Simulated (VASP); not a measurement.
# Te2Mo in VASP: further runs

Runs on Te2Mo. Level: PBE+D3(BJ). Tasks: single point.

Everything below comes from runs of VASP 6.6.1. Logs are shortened: lines on timing, memory, paths and dates and some standing lists are left out, and cuts for length are marked.

### 1 The cell of the first run

It takes space group Cm (No. 8, monoclinic). The conventional cell has a = 5.912 Å, b = 3.414 Å, c = 7.981 Å, α = 90.00°, β = 90.00°, γ = 90.00°. Te (site symmetry m) has 3 Mo at 2.70 to 2.76 Å and 6 Te at 3.41 Å within 3.6 Å. Te (site symmetry m) has 3 Mo at 2.72 to 2.78 Å and 6 Te at 3.41 Å within 3.6 Å. Mo (site symmetry m) has 6 Te at 2.70 to 2.78 Å and 6 Mo at 3.41 Å within 3.6 Å.

### 2 Single point, PBE+D3(BJ) (mode 5 frozen in at -0.052 Å, strain +e along z and -e/2 along x and y +0.0467)

Contents of INCAR:

```
  PREC = Accurate
  ENCUT = 520
  EDIFF = 1E-6
  ISMEAR = 0
  SIGMA = 0.05
  LREAL = F
  LASPH = T
  NELM = 60
  ALGO = Normal
  ISIF = 2
  LWAVE = F
  LCHARG = F
  GGA = PE
  IVDW = 12
  NBANDS = 20
```

Contents of KPOINTS:

```
Automatic mesh
0
Gamma
  9 9 4
```

Contents of POSCAR:

```
Te2Mo
1.0
    3.4135464239      0.0000000000      0.0000000000
   -1.7067732120      2.9562179201      0.0000000000
    0.0000000000      0.0000000000      7.9806213689
Te Mo
2 1
Direct
    0.3247932314      0.6495864627      0.7614144829
    0.3418734353      0.6837468706      0.2385855171
    0.0000000000      0.0000000000      0.0000000000
```

Potentials or basis: VASP PAW PBE potentials, release 64 (Te, Mo_sv).

Started as:

```console
$ cat potpaw_PBE.64/Te/POTCAR potpaw_PBE.64/Mo_sv/POTCAR > POTCAR
$ mpirun -np 1 vasp_std > vasp.out
```

OUTCAR:

```text
PREC = Accurate
   ENCUT = 520
   EDIFF = 1E-6
   ISMEAR = 0
   LREAL = F
   LASPH = T
   NELM = 60
   ISIF = 2
   GGA = PE
   IVDW = 12
 IVDW          = 12

 ion  position               nearest neighbor table
   1  0.325  0.650  0.761-   3 2.70   3 2.76   3 2.76
   2  0.342  0.684  0.239-   3 2.72   3 2.72   3 2.78
   3  0.000  0.000  0.000-   1 2.70   2 2.72   2 2.72   1 2.76   1 2.76   2 2.78

  LATTYP: Found a hexagonal cell.
 ALAT       =     3.4135464239
 C/A-ratio  =     2.3379267125

  Lattice vectors:

 A1 = (   3.4135464239,   0.0000000000,   0.0000000000)
 A2 = (  -1.7067732120,   2.9562179201,   0.0000000000)
 A3 = (   0.0000000000,   0.0000000000,   7.9806213689)

Analysis of symmetry for initial positions (statically):
=====================================================================
 Subroutine PRICEL returns:
 Original cell was already a primitive cell.

 Routine SETGRP: Setting up the symmetry group for a
 hexagonal supercell.

 Subroutine GETGRP returns: Found  2 space group operations
 (whereof  2 operations were pure point group operations)
 out of a pool of 24 trial point group operations.

The static configuration has the point symmetry C_1h.

Analysis of symmetry for dynamics (positions and initial velocities):
=====================================================================
 Subroutine PRICEL returns:
 Original cell was already a primitive cell.

 Routine SETGRP: Setting up the symmetry group for a
 hexagonal supercell.

 Subroutine GETGRP returns: Found  2 space group operations
 (whereof  2 operations were pure point group operations)
 out of a pool of 24 trial point group operations.

The dynamic configuration has the point symmetry C_1h.

 Subroutine INISYM returns: Found  2 space group operations
 (whereof  2 operations are pure point group operations),
 and found     1 'primitive' translations

----------------------------------------------------------------------------------------

                                     Primitive cell

  volume of cell :      80.5339

  direct lattice vectors                    reciprocal lattice vectors
     3.413546424  0.000000000  0.000000000     0.292950461  0.169135028  0.000000000
    -1.706773212  2.956217920  0.000000000     0.000000000  0.338270056  0.000000000
     0.000000000  0.000000000  7.980621369     0.000000000  0.000000000  0.125303526

  length of vectors
     3.413546424  3.413546424  7.980621369     0.338270056  0.338270056  0.125303526

  position of ions in fractional coordinates (direct lattice)
     0.324793231  0.649586463  0.761414483
     0.341873435  0.683746871  0.238585517
     0.000000000  0.000000000  0.000000000

  ion indices of the primitive-cell ions
   primitive index   ion index
                 1           1
                 2           2
                 3           3

----------------------------------------------------------------------------------------

 KPOINTS: Automatic mesh

Automatic generation of k-mesh.
 Grid dimensions read from file:
 generate k-points for:    9    9    4

 Generating k-lattice:

  Cartesian coordinates                     Fractional coordinates (reciprocal lattice)
     0.032550051  0.018792781  0.000000000     0.111111111  0.000000000  0.000000000
     0.000000000  0.037585562  0.000000000     0.000000000  0.111111111  0.000000000
     0.000000000  0.000000000  0.031325882     0.000000000  0.000000000  0.250000000

  Length of vectors
     0.037585562  0.037585562  0.031325882

  Shift w.r.t. Gamma in fractional coordinates (k-lattice)
     0.000000000  0.000000000  0.000000000

 Subroutine IBZKPT returns following result:
 ===========================================

 Found     95 irreducible k-points:

 Following reciprocal coordinates:
            Coordinates               Weight
  0.000000  0.000000  0.000000      1.000000
  0.111111 -0.000000  0.000000      4.000000
  0.000000  0.111111  0.000000      2.000000
  0.222222 -0.000000  0.000000      4.000000
  0.000000  0.222222  0.000000      2.000000
  0.333333  0.000000  0.000000      4.000000
[... 16 lines left out ...]
 -0.222222 -0.444444  0.000000      4.000000
  0.444444  0.333333  0.000000      4.000000
 [... further k-points ...]
   k-points           NKPTS =     95   k-points in BZ     NKDIM =     95   number of bands    NBANDS=     20
   number of dos      NEDOS =    301   number of ions     NIONS =      3
   total plane-waves  NPLWV =  47040
   dimension x,y,z NGX =    28 NGY =   28 NGZ =   60
   dimension x,y,z NGXF=    56 NGYF=   56 NGZF=  120
   ions per type =               2   1
   NGX,Y,Z   is equivalent  to a cutoff of  13.64, 13.64, 12.50 a.u.
   NGXF,Y,Z  is equivalent  to a cutoff of  27.27, 27.27, 25.00 a.u.
 SYSTEM =  unknown system
   PREC   = accura    normal or accurate (medium, high low for compatibility)
   ISTART =      0    job   : 0-new  1-cont  2-samecut
   ICHARG =      2    charge: 1-file 2-atom 10-const
   ISPIN  =      1    spin polarized calculation?
   LNONCOLLINEAR =      F non collinear calculations
   LSORBIT =      F    spin-orbit coupling
   LASPH  =      T    aspherical Exc in radial PAW
   ENCUT  =  520.0 eV  38.22 Ry    6.18 a.u.   6.35  6.35 14.84*2*pi/ulx,y,z
   NELM   =     60;   NELMIN=  2; NELMDL= -5     # of ELM steps
   EDIFF  = 0.1E-05   stopping-criterion for ELM
   LREAL  =      F    real-space projection
   EDIFFG = 0.1E-04   stopping-criterion for IOM
   NSW    =      0    number of steps for IOM
   IBRION =     -1    ionic relax: 0-MD 1-quasi-New 2-CG
   NFREE  =      0    steps in history (QN), initial steepest desc. (CG)
   ISIF   =      2    stress and relaxation
   ISYM   =      2    0-nonsym 1-usesym 2-fastsym
   POTIM  = 0.5000    time-step for ionic-motion
   TEBEG  =    0.0;   TEEND  =   0.0 temperature during run
   PSTRESS=    0.0 pullay stress
   NELECT =      26.0000    total number of electrons
   NUPDOWN=      -1.0000    fix difference up-down
   EMIN   =  10.00;   EMAX   =-10.00  energy-range for DOS
   EFERMI =   0.00;   METHOD = LEGACY
   ISMEAR =     0;   SIGMA  =   0.05  broadening in eV -4-tet -1-fermi 0-gaus
   EFERMI_NEDOS =   21; number of points for ismear=-14 and -15
   IALGO  =     38    algorithm
   IMIX   =      4    mixing-type and parameters
     AMIX     =   0.40;   BMIX     =  1.00
     AMIX_MAG =   1.60;   BMIX_MAG =  1.00
  volume/ion in A,a.u.               =      26.84       181.16
  Fermi-wavevector in a.u.,A,eV,Ry     =   1.123069  2.122292 17.160799  1.261283
  Thomas-Fermi vector in A             =   2.259733
   LORBIT       =      0    0 simple, 1 ext, 2 COOP (PROOUT), +10 PAW based schemes
   GGA     = PE    functional components
   LHFCALC =     F    Hartree Fock is set to
   AEXX    =    0.0000 exact exchange contribution
   IVDW    =    12    specifies the selected vdW correction
   LEPSILON=     F    determine dielectric tensor
   LRPA    =     F    only Hartree local field effects (RPA)
 non-spin polarized calculation
 Gauss-broadening in eV      SIGMA  =   0.05
  energy-cutoff  :      520.00
  volume of cell :       80.53
 maximum number of plane-waves:      2225
 NGX is ok and might be reduce to    28
   NGX = 13   NGY = 13   NGZ = 29

 number of electron      26.0000002 magnetization

 Free energy of the ion-electron system (eV)
  ---------------------------------------------------
  ext. energy  EPLUGINS =         0.00000000
  ---------------------------------------------------
  free energy    TOTEN  =       -17.85129269 eV

  energy without entropy =      -17.85129269  energy(sigma->0) =      -17.85129269

 E-fermi :   7.5931     XC(G=0):  -9.9016

 val. band max:        7.2843820072   @ k =   0.4444  -0.0000   0.5000
 cond. band min:       8.0442842907   @ k =   0.2222   0.2222   0.0000
 fundamental gap:      0.7599022835
 Fermi energy:         7.5931029509

 k-point     1 :       0.0000    0.0000    0.0000
  band No.  band energies     occupation
      1     -53.4584      2.00000
      2     -27.6805      2.00000
      3     -27.4392      2.00000
      4     -27.4386      2.00000
      5      -5.7898      2.00000
      6      -4.9245      2.00000
[... 12 lines left out ...]
     19      14.3729      0.00000
     20      15.9417      0.00000

 k-point     2 :       0.1111   -0.0000    0.0000
  band No.  band energies     occupation
      1     -53.4568      2.00000
      2     -27.6763      2.00000
      3     -27.4589      2.00000
      4     -27.4438      2.00000
      5      -5.5980      2.00000
      6      -4.7798      2.00000
[... 12 lines left out ...]
     19      14.9441      0.00000
     20      16.0302      0.00000

 k-point     3 :       0.0000    0.1111    0.0000
  band No.  band energies     occupation
      1     -53.4568      2.00000
      2     -27.6763      2.00000
      3     -27.4594      2.00000
      4     -27.4433      2.00000
      5      -5.5980      2.00000
      6      -4.7797      2.00000
[... 12 lines left out ...]
     19      14.9400      0.00000
     20      16.0274      0.00000

 k-point     4 :       0.2222   -0.0000    0.0000
  band No.  band energies     occupation
      1     -53.4526      2.00000
      2     -27.6657      2.00000
      3     -27.5098      2.00000
      4     -27.4558      2.00000
      5      -5.0488      2.00000
      6      -4.3671      2.00000
[... 12 lines left out ...]
     19      14.6257      0.00000
     20      14.7790      0.00000

 k-point     5 :       0.0000    0.2222    0.0000
  band No.  band energies     occupation
      1     -53.4526      2.00000
      2     -27.6657      2.00000
      3     -27.5102      2.00000
      4     -27.4553      2.00000
      5      -5.0488      2.00000
      6      -4.3670      2.00000
[... 12 lines left out ...]
     19      14.6243      0.00000
     20      14.7811      0.00000
[... 353 lines left out ...]
      6      -3.4701      2.00000
[... 12 lines left out ...]
     19      13.4507      0.00000
     20      14.3024      0.00000

 k-point    22 :       0.3333    0.2222    0.0000
  band No.  band energies     occupation
      1     -53.4433      2.00000
      2     -27.6424      2.00000
      3     -27.5837      2.00000
      4     -27.5193      2.00000
      5      -3.2188      2.00000
      6      -3.0390      2.00000
[... 12 lines left out ...]
     19      13.0792      0.00000
     20      14.5316      0.00000

 k-point    23 :      -0.2222   -0.4444    0.0000
  band No.  band energies     occupation
      1     -53.4433      2.00000
      2     -27.6424      2.00000
      3     -27.5840      2.00000
      4     -27.5190      2.00000
      5      -3.2184      2.00000
      6      -3.0394      2.00000
[... 12 lines left out ...]
     19      13.0690      0.00000
     20      14.5320      0.00000

 k-point    24 :       0.4444    0.3333    0.0000
  band No.  band energies     occupation
      1     -53.4433      2.00000
      2     -27.6424      2.00000
      3     -27.5835      2.00000
      4     -27.5195      2.00000
      5      -3.2189      2.00000
      6      -3.0390      2.00000
[... 12 lines left out ...]
     19      13.0798      0.00000
     20      14.5313      0.00000

 [... further k-points ...]

------------------------ aborting loop because EDIFF is reached ----------------------------------------

 Edisp (eV)   -1.50404

 E8    (eV) :    -0.6938

  FORCE on cell =-STRESS in cart. coord.  units (eV):
  Direction    XX          YY          ZZ          XY          YZ          ZX
  --------------------------------------------------------------------------------------
  -------------------------------------------------------------------------------------
  Total       0.83456     0.83470    -2.78631    -0.00000    -1.08403     0.00000
  in kB      16.60313    16.60590   -55.43201    -0.00000   -21.56616     0.00000
  external pressure =       -7.41 kB  Pullay stress =        0.00 kB

 VOLUME and BASIS-vectors are now :
 -----------------------------------------------------------------------------
  energy-cutoff  :      520.00
  volume of cell :       80.53
      direct lattice vectors                 reciprocal lattice vectors
     3.413546424  0.000000000  0.000000000     0.292950461  0.169135028  0.000000000
    -1.706773212  2.956217920  0.000000000     0.000000000  0.338270056  0.000000000
     0.000000000  0.000000000  7.980621369     0.000000000  0.000000000  0.125303526

 POSITION                                       TOTAL-FORCE (eV/Angst)
 -----------------------------------------------------------------------------------
      0.00000      1.92032      6.07656        -0.000000      0.288274      0.584377
     -0.00000      2.02130      1.90406         0.000000     -0.266004     -0.585589
      0.00000      0.00000      0.00000         0.000000     -0.022269      0.001212
 -----------------------------------------------------------------------------------
    total drift:                                0.000000      0.000019      0.000008

  FREE ENERGIE OF THE ION-ELECTRON SYSTEM (eV)
  ---------------------------------------------------
  free  energy   TOTEN  =       -19.3553288874 eV

  energy  without entropy=      -19.3553288874  energy(sigma->0) =      -19.35532889
```

Wall time 1.7 min (1 thread of Intel Xeon Platinum 8375C at 2.90GHz (Ice Lake), shared host); peak memory 0.31 GiB.

Results:

* Free energy: -19.3553 eV
* Pressure: -0.7 GPa
* Largest force: 0.652 eV/Å
* Band gap on the k mesh: 0.76 eV, indirect (least direct gap 1.20 eV)
* Dispersion energy per atom: -0.501 eV

Forces on the atoms (eV/Å):
```
Te   0.000  0.288  0.584
Te   0.000 -0.266 -0.586
Mo   0.000 -0.022  0.001
```

Levels at points of the mesh, in eV from the valence-band top:
| k point | band 11 | band 12 | band 13 | band 14 | band 15 | band 16 |
| --- | --- | --- | --- | --- | --- | --- |
| (0.00, 0.00, 0.00) | -1.35 | -0.63 | -0.62 | 3.38 | 3.38 | 3.51 |
| (0.00, 0.00, 0.50) | -0.78 | -0.64 | -0.60 | 3.30 | 3.30 | 3.60 |

Caveat: the cell differs from its parent crystal (mode 5 frozen in at -0.052 Å, strain +e along z and -e/2 along x and y +0.0467); spin-orbit coupling is left out, which moves the levels of the heavy elements. A k mesh can miss the band edges.

### 3 Single point, PBE+D3(BJ) (mode 5 frozen in at -0.103 Å, strain +e along z and -e/2 along x and y +0.0467)

Contents of INCAR:

```
SYSTEM = Te2Mo
  PREC = Accurate
  ENCUT = 520
  EDIFF = 1E-6
  ISMEAR = 0
  SIGMA = 0.05
  LREAL = .FALSE.
  LASPH = .TRUE.
  NELM = 100
  ALGO = Normal
  ISIF = 2
  LWAVE = .FALSE.
  LCHARG = .TRUE.
  GGA = PE
  IVDW = 12
  LELF = .TRUE.
  LVHAR = .TRUE.
  NBANDS = 20
```

Contents of KPOINTS:

```
Automatic mesh
0
G
  9 9 4
  0 0 0
```

Contents of POSCAR:

```
Te2Mo
1.0
    3.4135464239      0.0000000000      0.0000000000
   -1.7067732120      2.9562179201      0.0000000000
    0.0000000000      0.0000000000      7.9806213689
Te Mo
2 1
Direct
    0.3162696480      0.6325392959      0.7614144829
    0.3503970187      0.7007940374      0.2385855171
    0.0000000000      0.0000000000      0.0000000000
```

Potentials or basis: VASP PAW PBE potentials, release 64 (Te, Mo_sv).

Started as:

```console
$ cat potpaw_PBE.64/Te/POTCAR potpaw_PBE.64/Mo_sv/POTCAR > POTCAR
$ mpirun -np 1 vasp_std > vasp.out
```

Run time: 1.8 min. Hardware: 1 thread of Intel Xeon Platinum 8375C at 2.90GHz (Ice Lake), shared host; peak memory 0.31 GiB.

Results (log left out):

```yaml
Free_energy: -19.3135 eV
Pressure: -0.6 GPa
Largest_force: 0.793 eV/Å
Band_gap_on_the_k_mesh: 0.75 eV, indirect (least direct gap 1.18 eV)
Dispersion_energy_per_atom: -0.501 eV
```

Forces on the atoms (eV/Å):
```
Te   0.000  0.597  0.522
Te   0.000 -0.508 -0.531
Mo   0.000 -0.089  0.010
```

Stress tensor (GPa, compression positive):
```
 1.73  0.00  0.00
 0.00  1.73 -4.30
 0.00 -4.30 -5.12
```

Levels at points of the mesh, in eV from the valence-band top:
```tsv
k point	band 9	band 10	band 11	band 12	band 13	band 14	band 15	band 16	band 17	band 18
(0.00, 0.00, 0.00)	-1.39	-1.39	-1.32	-0.64	-0.61	3.32	3.34	3.53	3.54	4.72
(0.00, 0.00, 0.50)	-1.39	-1.37	-0.85	-0.65	-0.55	3.26	3.27	3.60	3.62	6.36
```

Caveat: the cell differs from its parent crystal (mode 5 frozen in at -0.103 Å, strain +e along z and -e/2 along x and y +0.0467); spin-orbit coupling is left out, which moves the levels of the heavy elements. A k mesh can miss the band edges.

### 4 Single point, PBE+D3(BJ) (mode 5 frozen in at -0.103 Å, strain +e along z and -e/2 along x and y -0.0467)

Contents of INCAR:

```
ALGO = Normal
EDIFF = 1E-6
ENCUT = 520
GGA = PE
ISIF = 2
ISMEAR = 0
IVDW = 12
LASPH = T
LCHARG = F
LREAL = F
LWAVE = F
NBANDS = 20
NELM = 80
PREC = Accurate
SIGMA = 0.05
```

Contents of KPOINTS:

```
k-points
0
Gamma
  9 9 4
```

Contents of POSCAR:

```
Te2Mo
1.0
    3.5767703199      0.0000000000      0.0000000000
   -1.7883851600      3.0975739605      0.0000000000
    0.0000000000      0.0000000000      7.2684879631
Te Mo
2 1
Direct
    0.3162696480      0.6325392959      0.7614144829
    0.3503970187      0.7007940374      0.2385855171
    0.0000000000      0.0000000000      0.0000000000
```

Started as:

```console
$ cat potpaw_PBE.64/Te/POTCAR potpaw_PBE.64/Mo_sv/POTCAR > POTCAR
$ mpirun -np 1 vasp_std > vasp.out
```

Run time: 85 s. Hardware: 1 thread of Intel Xeon Platinum 8375C at 2.90GHz (Ice Lake), shared host; peak memory 0.3 GiB.

It converged, with:

* Free energy: -19.2834 eV
* Pressure: 1.8 GPa
* Largest force: 1.138 eV/Å
* Band gap on the k mesh: 0.59 eV, indirect (least direct gap 0.89 eV)
* Dispersion energy per atom: -0.499 eV

Forces in eV/Å, atoms in the order of the input:
```
Te   0.000  0.793 -0.816
Te   0.000 -0.659  0.801
Mo   0.000 -0.134  0.015
```

Stress tensor (GPa, compression positive):
```
-0.85  0.00  0.00
 0.00 -0.85 -5.40
 0.00 -5.40  7.20
```

Levels at points of the mesh, in eV from the valence-band top:
| k point | band 10 | band 11 | band 12 | band 13 | band 14 | band 15 | band 16 | band 17 |
| --- | --- | --- | --- | --- | --- | --- | --- | --- |
| (0.00, 0.00, 0.00) | -1.39 | -1.34 | -0.87 | -0.51 | 2.76 | 2.79 | 3.05 | 3.06 |
| (0.00, 0.00, 0.50) | -2.14 | -1.37 | -1.37 | 0.00 | 2.61 | 2.63 | 3.22 | 3.24 |

Caveat: the cell differs from its parent crystal (mode 5 frozen in at -0.103 Å, strain +e along z and -e/2 along x and y -0.0467); spin-orbit coupling is left out, which moves the levels of the heavy elements; forces of over 1 eV/Å act on the atoms, so gaps and moduli don't describe the material at rest.

(Continued in part 2 of 2.)
